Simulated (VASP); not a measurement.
# BiTe (R-3m) in VASP: a series of runs

BiTe is run at these levels: PBEsol, PBE; tasks: single point.

Program: VASP 6.6.1. These are calculated values, not measurements. Logs are shortened: lines on timing, memory, paths and dates and some standing lists are left out, and cuts for length are marked.

## Step 1: The cell of the first run

The structure is trigonal, space group R-3m (No. 166). The conventional cell has a = 4.810 Å, b = 4.810 Å, c = 9.570 Å, α = 90.00°, β = 90.00°, γ = 120.00°. Within 4.2 Å of Bi (site symmetry -3m) lie 6 Te at 3.20 Å. Within 4.2 Å of Te (site symmetry -3m) lie 6 Bi at 3.20 Å.

## Step 2: Single point, PBEsol

Input file INCAR:

```
  ALGO = Normal
  EDIFF = 1E-6
  ENCUT = 520
  GGA = PS
  ISIF = 2
  ISMEAR = -1
  LASPH = True
  LCHARG = False
  LREAL = False
  LWAVE = False
  NBANDS = 18
  NELM = 100
  PREC = Accurate
  SIGMA = 0.05
```

Input file KPOINTS:

```
k-points
0
Gamma
  7 7 7
```

Input file POSCAR:

```
BiTe
1.0
    2.4050129175      1.3885348553      3.1898636711
   -2.4050129175      1.3885348553      3.1898636711
    0.0000000000     -2.7770697106      3.1898636711
Bi Te
1 1
Direct
    0.5000000000      0.5000000000      0.5000000000
    0.0000000000      0.0000000000      0.0000000000
```

Potentials or basis: VASP PAW PBE potentials, release 64 (Bi_d, Te).

On the command line:

```sh
cat potpaw_PBE.64/Bi_d/POTCAR potpaw_PBE.64/Te/POTCAR > POTCAR
mpirun -np 1 vasp_std > vasp.out
```

OUTCAR:

```text
EDIFF = 1E-6
   ENCUT = 520
   GGA = PS
   ISIF = 2
   ISMEAR = -1
   LASPH = True
   LREAL = False
   NELM = 100
   PREC = Accurate

 ion  position               nearest neighbor table
   1  0.500  0.500  0.500-   2 3.20   2 3.20   2 3.20   2 3.20   2 3.20   2 3.20
   2  0.000  0.000  0.000-   1 3.20   1 3.20   1 3.20   1 3.20   1 3.20   1 3.20

  LATTYP: Found a trigonal (rhomboedric) cell.
 ALAT       =     4.2293434973
 COS(alpha) =     0.3532761095

  Lattice vectors:

 A1 = (   2.4050129175,   1.3885348553,   3.1898636711)
 A2 = (  -2.4050129175,   1.3885348553,   3.1898636711)
 A3 = (   0.0000000000,  -2.7770697106,   3.1898636711)

Analysis of symmetry for initial positions (statically):
=====================================================================
 Subroutine PRICEL returns:
 Original cell was already a primitive cell.

 Routine SETGRP: Setting up the symmetry group for a
 trigonal (rhombohedral) supercell.

 Subroutine GETGRP returns: Found 12 space group operations
 (whereof 12 operations were pure point group operations)
 out of a pool of 12 trial point group operations.

The static configuration has the point symmetry D_3d.

Analysis of symmetry for dynamics (positions and initial velocities):
=====================================================================
 Subroutine PRICEL returns:
 Original cell was already a primitive cell.

 Routine SETGRP: Setting up the symmetry group for a
 trigonal (rhombohedral) supercell.

 Subroutine GETGRP returns: Found 12 space group operations
 (whereof 12 operations were pure point group operations)
 out of a pool of 12 trial point group operations.

The dynamic configuration has the point symmetry D_3d.

 Subroutine INISYM returns: Found 12 space group operations
 (whereof 12 operations are pure point group operations),
 and found     1 'primitive' translations

----------------------------------------------------------------------------------------

                                     Primitive cell

  volume of cell :      63.9142

  direct lattice vectors                    reciprocal lattice vectors
     2.405012918  1.388534855  3.189863671     0.207899091  0.120030596  0.104497674
    -2.405012918  1.388534855  3.189863671    -0.207899091  0.120030596  0.104497674
     0.000000000 -2.777069711  3.189863671     0.000000000 -0.240061193  0.104497674

  length of vectors
     4.229343497  4.229343497  4.229343497     0.261818907  0.261818907  0.261818907

  position of ions in fractional coordinates (direct lattice)
     0.500000000  0.500000000  0.500000000
     0.000000000  0.000000000  0.000000000

  ion indices of the primitive-cell ions
   primitive index   ion index
                 1           1
                 2           2

----------------------------------------------------------------------------------------

 KPOINTS: k-points

Automatic generation of k-mesh.
 Grid dimensions read from file:
 generate k-points for:    7    7    7

 Generating k-lattice:

  Cartesian coordinates                     Fractional coordinates (reciprocal lattice)
     0.029699870  0.017147228  0.014928239     0.142857143  0.000000000  0.000000000
    -0.029699870  0.017147228  0.014928239     0.000000000  0.142857143  0.000000000
     0.000000000 -0.034294456  0.014928239     0.000000000  0.000000000  0.142857143

  Length of vectors
     0.037402701  0.037402701  0.037402701

  Shift w.r.t. Gamma in fractional coordinates (k-lattice)
     0.000000000  0.000000000  0.000000000

 Subroutine IBZKPT returns following result:
 ===========================================

 Found     44 irreducible k-points:

 Following reciprocal coordinates:
            Coordinates               Weight
  0.000000  0.000000  0.000000      1.000000
  0.142857  0.000000  0.000000      6.000000
  0.285714 -0.000000  0.000000      6.000000
  0.428571  0.000000  0.000000      6.000000
  0.142857  0.142857  0.000000      6.000000
  0.285714  0.142857  0.000000     12.000000
[... 16 lines left out ...]
  0.285714  0.285714  0.142857      6.000000
  0.428571  0.285714  0.142857     12.000000
 [... further k-points ...]
   k-points           NKPTS =     44   k-points in BZ     NKDIM =     44   number of bands    NBANDS=     18
   number of dos      NEDOS =    301   number of ions     NIONS =      2
   total plane-waves  NPLWV =  32768
   dimension x,y,z NGX =    32 NGY =   32 NGZ =   32
   dimension x,y,z NGXF=    64 NGYF=   64 NGZF=   64
   ions per type =               1   1
   NGX,Y,Z   is equivalent  to a cutoff of  12.58, 12.58, 12.58 a.u.
   NGXF,Y,Z  is equivalent  to a cutoff of  25.16, 25.16, 25.16 a.u.
 SYSTEM =  unknown system
   PREC   = accura    normal or accurate (medium, high low for compatibility)
   ISTART =      0    job   : 0-new  1-cont  2-samecut
   ICHARG =      2    charge: 1-file 2-atom 10-const
   ISPIN  =      1    spin polarized calculation?
   LNONCOLLINEAR =      F non collinear calculations
   LSORBIT =      F    spin-orbit coupling
   LASPH  =      T    aspherical Exc in radial PAW
   ENCUT  =  520.0 eV  38.22 Ry    6.18 a.u.   7.86  7.86  7.86*2*pi/ulx,y,z
   NELM   =    100;   NELMIN=  2; NELMDL= -5     # of ELM steps
   EDIFF  = 0.1E-05   stopping-criterion for ELM
   LREAL  =      F    real-space projection
   EDIFFG = 0.1E-04   stopping-criterion for IOM
   NSW    =      0    number of steps for IOM
   IBRION =     -1    ionic relax: 0-MD 1-quasi-New 2-CG
   NFREE  =      0    steps in history (QN), initial steepest desc. (CG)
   ISIF   =      2    stress and relaxation
   ISYM   =      2    0-nonsym 1-usesym 2-fastsym
   POTIM  = 0.5000    time-step for ionic-motion
   TEBEG  =    0.0;   TEEND  =   0.0 temperature during run
   PSTRESS=    0.0 pullay stress
   NELECT =      21.0000    total number of electrons
   NUPDOWN=      -1.0000    fix difference up-down
   EMIN   =  10.00;   EMAX   =-10.00  energy-range for DOS
   EFERMI =   0.00;   METHOD = LEGACY
   ISMEAR =    -1;   SIGMA  =   0.05  broadening in eV -4-tet -1-fermi 0-gaus
   EFERMI_NEDOS =   21; number of points for ismear=-14 and -15
   IALGO  =     38    algorithm
   IMIX   =      4    mixing-type and parameters
     AMIX     =   0.40;   BMIX     =  1.00
     AMIX_MAG =   1.60;   BMIX_MAG =  1.00
  volume/ion in A,a.u.               =      31.96       215.66
  Fermi-wavevector in a.u.,A,eV,Ry     =   1.129663  2.134753 17.362905  1.276138
  Thomas-Fermi vector in A             =   2.266357
   LORBIT       =      0    0 simple, 1 ext, 2 COOP (PROOUT), +10 PAW based schemes
   GGA     = PS    functional components
   LHFCALC =     F    Hartree Fock is set to
   AEXX    =    0.0000 exact exchange contribution
   IVDW    =     0    specifies the selected vdW correction
   LEPSILON=     F    determine dielectric tensor
   LRPA    =     F    only Hartree local field effects (RPA)
 non-spin polarized calculation
  energy-cutoff  :      520.00
  volume of cell :       63.91
 maximum number of plane-waves:      1731
   NGX = 15   NGY = 15   NGZ = 15

 number of electron      21.0000008 magnetization

 Free energy of the ion-electron system (eV)
  ---------------------------------------------------
  ext. energy  EPLUGINS =         0.00000000
  ---------------------------------------------------
  free energy    TOTEN  =        -8.00016995 eV

  energy without entropy =       -7.98802698  energy(sigma->0) =       -7.99409847

 E-fermi :   7.1476     XC(G=0):  -9.8797

 val. band max:        7.1325717418   @ k =   0.2857   0.2857   0.2857
 cond. band min:       7.1981740088   @ k =  -0.4286   0.2857   0.2857
 fundamental gap:      0.0656022670
 Fermi energy:         7.1475854612

 k-point     1 :       0.0000    0.0000    0.0000
  band No.  band energies     occupation
      1     -16.0131      2.00000
      2     -16.0131      2.00000
      3     -15.9983      2.00000
      4     -15.9983      2.00000
      5     -15.9757      2.00000
      6      -6.6794      2.00000
[... 10 lines left out ...]
     17      14.2122      0.00000
     18      14.2154      0.00000

 k-point     2 :       0.1429    0.0000    0.0000
  band No.  band energies     occupation
      1     -16.0129      2.00000
      2     -16.0127      2.00000
      3     -15.9997      2.00000
      4     -15.9963      2.00000
      5     -15.9754      2.00000
      6      -6.4949      2.00000
[... 10 lines left out ...]
     17      14.6503      0.00000
     18      15.0246      0.00000

 k-point     3 :       0.2857   -0.0000    0.0000
  band No.  band energies     occupation
      1     -16.0133      2.00000
      2     -16.0125      2.00000
      3     -16.0021      2.00000
      4     -15.9918      2.00000
      5     -15.9738      2.00000
      6      -5.9494      2.00000
[... 10 lines left out ...]
     17      15.9656      0.00000
     18      16.8421      0.00000

 k-point     4 :       0.4286    0.0000    0.0000
  band No.  band energies     occupation
      1     -16.0139      2.00000
      2     -16.0132      2.00000
      3     -16.0032      2.00000
      4     -15.9891      2.00000
      5     -15.9713      2.00000
      6      -5.0757      2.00000
[... 10 lines left out ...]
     17      15.3925      0.00000
     18      17.4108      0.00000

 k-point     5 :       0.1429    0.1429    0.0000
  band No.  band energies     occupation
      1     -16.0144      2.00000
      2     -16.0119      2.00000
      3     -15.9993      2.00000
      4     -15.9945      2.00000
      5     -15.9757      2.00000
      6      -6.4161      2.00000
[... 10 lines left out ...]
     17      14.1568      0.00000
     18      14.4887      0.00000

 k-point     6 :       0.2857    0.1429    0.0000
  band No.  band energies     occupation
      1     -16.0159      2.00000
      2     -16.0116      2.00000
      3     -16.0007      2.00000
      4     -15.9899      2.00000
      5     -15.9745      2.00000
      6      -5.9826      2.00000
[... 10 lines left out ...]
     17      14.9202      0.00000
     18      15.9265      0.00000

 k-point     7 :       0.4286    0.1429    0.0000
  band No.  band energies     occupation
      1     -16.0164      2.00000
      2     -16.0124      2.00000
      3     -16.0016      2.00000
      4     -15.9874      2.00000
      5     -15.9719      2.00000
      6      -5.2290      2.00000
[... 10 lines left out ...]
     17      16.9131      0.00000
     18      17.2288      0.00000

 k-point     8 :      -0.4286    0.1429    0.0000
  band No.  band energies     occupation
      1     -16.0150      2.00000
      2     -16.0134      2.00000
      3     -16.0015      2.00000
      4     -15.9879      2.00000
      5     -15.9716      2.00000
      6      -4.6511      2.00000
[... 10 lines left out ...]
     17      15.9724      0.00000
     18      17.3482      0.00000
[... 229 lines left out ...]
     17      16.6882      0.00000
     18      17.9223      0.00000

 k-point    20 :      -0.4286    0.1429    0.1429
  band No.  band energies     occupation
      1     -16.0159      2.00000
      2     -16.0139      2.00000
      3     -15.9983      2.00000
      4     -15.9876      2.00000
      5     -15.9727      2.00000
      6      -4.5330      2.00000
[... 10 lines left out ...]
     17      16.0507      0.00000
     18      17.0191      0.00000

 k-point    21 :      -0.2857    0.1429    0.1429
  band No.  band energies     occupation
      1     -16.0159      2.00000
      2     -16.0113      2.00000
      3     -15.9976      2.00000
      4     -15.9918      2.00000
      5     -15.9739      2.00000
      6      -5.3136      2.00000
[... 10 lines left out ...]
     17      15.4483      0.00000
     18      15.9819      0.00000

 k-point    22 :      -0.1429    0.1429    0.1429
  band No.  band energies     occupation
      1     -16.0152      2.00000
      2     -16.0105      2.00000
      3     -15.9976      2.00000
      4     -15.9959      2.00000
      5     -15.9747      2.00000
      6      -6.0360      2.00000
[... 10 lines left out ...]
     17      15.0434      0.00000
     18      15.3030      0.00000

 k-point    23 :       0.2857    0.2857    0.1429
  band No.  band energies     occupation
      1     -16.0183      2.00000
      2     -16.0138      2.00000
      3     -15.9950      2.00000
      4     -15.9851      2.00000
      5     -15.9767      2.00000
      6      -5.8731      2.00000
[... 10 lines left out ...]
     17      16.4053      0.00000
     18      16.5204      0.00000

 k-point    24 :       0.4286    0.2857    0.1429
  band No.  band energies     occupation
      1     -16.0203      2.00000
      2     -16.0138      2.00000
      3     -15.9954      2.00000
      4     -15.9821      2.00000
      5     -15.9747      2.00000
      6      -5.3385      2.00000
[... 10 lines left out ...]
     17      16.3452      0.00000
     18      17.9499      0.00000

 [... further k-points ...]
[... 5 lines left out ...]
  --------------------------------------------------------------------------------------
  -------------------------------------------------------------------------------------
  Total        0.0006613      0.0006613     -0.0233208     -0.0000000      0.0000000      0.0000000
  in kB        0.0165767      0.0165767     -0.5845959     -0.0000000      0.0000000      0.0000000
  external PRESSURE =      -0.1838142 kB  Pullay stress =       0.0000000 kB

 VOLUME and BASIS-vectors are now :
 -----------------------------------------------------------------------------
  energy-cutoff  :      520.00
  volume of cell :       63.91
      direct lattice vectors                 reciprocal lattice vectors
     2.405012918  1.388534855  3.189863671     0.207899091  0.120030596  0.104497674
    -2.405012918  1.388534855  3.189863671    -0.207899091  0.120030596  0.104497674
     0.000000000 -2.777069711  3.189863671     0.000000000 -0.240061193  0.104497674

 POSITION                                       TOTAL-FORCE (eV/Angst)
 -----------------------------------------------------------------------------------
      0.00000      0.00000      4.78480        -0.000000     -0.000000     -0.000000
      0.00000      0.00000      0.00000         0.000000      0.000000      0.000000
 -----------------------------------------------------------------------------------
    total drift:                               -0.000000      0.000000     -0.000000

  FREE ENERGIE OF THE ION-ELECTRON SYSTEM (eV)
  ---------------------------------------------------
  free  energy   TOTEN  =        -8.0001699508 eV

  energy  without entropy=       -7.9880269830  energy(sigma->0) =       -7.99409847
```

Run time: 13 s. Hardware: 1 thread of Intel Xeon 6975P-C (Granite Rapids), shared host; peak memory 0.2 GiB.

What came out:

- Free energy: -8.0002 eV
- Pressure: 0.0 GPa

Caveat: the PAW data sets were made with another functional, which shifts forces and pressure a little; spin-orbit coupling is left out, which moves the levels of the heavy elements.

## Step 3: Single point, PBE

This run uses another cell than the first one, of 33.82 Å³/atom, 1.058 times its volume.

Input file INCAR:

```
SYSTEM = BiTe
ALGO     = Normal         ! electronic algorithm
EDIFF    = 1E-7           ! SCF threshold, eV
ENCUT    = 520            ! plane-wave cutoff, eV
GGA      = PE             ! functional
ISIF     = 2              ! what is computed and relaxed
ISMEAR   = -1             ! smearing method
LASPH    = .True.         ! aspherical terms in the spheres
LCHARG   = .False.        ! write CHGCAR
LREAL    = .False.        ! projectors in reciprocal space
LWAVE    = .False.        ! write WAVECAR
NBANDS   = 18             ! bands
NELM     = 80             ! most SCF steps
PREC     = Accurate       ! precision mode
SIGMA    = 0.05           ! smearing width, eV
```

Input file KPOINTS:

```
k-points
0
Gamma
  7 7 7
  0 0 0
```

Input file POSCAR:

```
BiTe
1.0
    2.4262331878      1.4007863841      3.3174182663
   -2.4262331878      1.4007863841      3.3174182663
    0.0000000000     -2.8015727682      3.3174182663
Bi Te
1 1
Direct
    0.5000000000      0.5000000000      0.5000000000
    0.0000000000      0.0000000000      0.0000000000
```

Potentials or basis: VASP PAW PBE potentials, release 64 (Bi_d, Te).

On the command line:

```sh
cat potpaw_PBE.64/Bi_d/POTCAR potpaw_PBE.64/Te/POTCAR > POTCAR
mpirun -np 1 vasp_std > vasp.out
```

OUTCAR:

```text
SYSTEM = BiTe
   EDIFF = 1E-7
   ENCUT = 520
   GGA = PE
   ISIF = 2
   ISMEAR = -1
   LASPH = .True.
   LREAL = .False.
   NELM = 80
   PREC = Accurate

 ion  position               nearest neighbor table
   1  0.500  0.500  0.500-   2 3.26   2 3.26   2 3.26   2 3.26   2 3.26   2 3.26
   2  0.000  0.000  0.000-   1 3.26   1 3.26   1 3.26   1 3.26   1 3.26   1 3.26

  LATTYP: Found a trigonal (rhomboedric) cell.
 ALAT       =     4.3421278112
 COS(alpha) =     0.3755612178

  Lattice vectors:

[... 190 lines left out ...]
      5     -16.5725      2.00000
      6      -6.8242      2.00000
[... 481 lines left out ...]
      5     -16.5713      2.00000
      6      -5.6135      2.00000
[... 10 lines left out ...]
     17      15.6991      0.00000
     18      16.8898      0.00000

 [... further k-points ...]
[... 5 lines left out ...]
  --------------------------------------------------------------------------------------
  -------------------------------------------------------------------------------------
  Total       -0.0207839     -0.0207839     -0.0269834     -0.0000000     -0.0000000      0.0000000
  in kB       -0.4922461     -0.4922461     -0.6390748     -0.0000000     -0.0000000      0.0000000
  external PRESSURE =      -0.5411890 kB  Pullay stress =       0.0000000 kB

 VOLUME and BASIS-vectors are now :
 -----------------------------------------------------------------------------
  energy-cutoff  :      520.00
  volume of cell :       67.65
      direct lattice vectors                 reciprocal lattice vectors
     2.426233188  1.400786384  3.317418266     0.206080769  0.118980787  0.100479743
    -2.426233188  1.400786384  3.317418266    -0.206080769  0.118980787  0.100479743
     0.000000000 -2.801572768  3.317418266     0.000000000 -0.237961574  0.100479743

 POSITION                                       TOTAL-FORCE (eV/Angst)
 -----------------------------------------------------------------------------------
      0.00000      0.00000      4.97613         0.000000     -0.000000      0.000000
      0.00000      0.00000      0.00000        -0.000000      0.000000     -0.000000
 -----------------------------------------------------------------------------------
    total drift:                               -0.000000      0.000000     -0.000000

  FREE ENERGIE OF THE ION-ELECTRON SYSTEM (eV)
  ---------------------------------------------------
  free  energy   TOTEN  =        -7.1747465317 eV

  energy  without entropy=       -7.1627903894  energy(sigma->0) =       -7.16876846
```

stdout:

```text
POSCAR found type information on POSCAR BiTe
 POSCAR found :  2 types and       2 ions
 scaLAPACK will be used
 LDA part: xc-table for (Slater+PW92), standard interpolation
 POSCAR, INCAR and KPOINTS ok, starting setup
 FFT: planning ... GRIDC
 FFT: planning ... GRID_SOFT
 FFT: planning ... GRID
 WAVECAR not read
 entering main loop
```

Wall time 15 s (1 thread of Intel Xeon 6975P-C (Granite Rapids), shared host); peak memory 0.2 GiB.

What came out:

```
Free energy : -7.1747 eV
Pressure    : -0.1 GPa
```

Levels at points of the mesh, in eV from the Fermi level:
```
           k point  band 7  band 8  band 9  band 10  band 11  band 12  band 13  band 14
(0.00, 0.00, 0.00)   -8.30   -2.91   -2.91    -1.60     1.86     2.49     2.49     4.06
```

Caveat: spin-orbit coupling is left out, which moves the levels of the heavy elements.
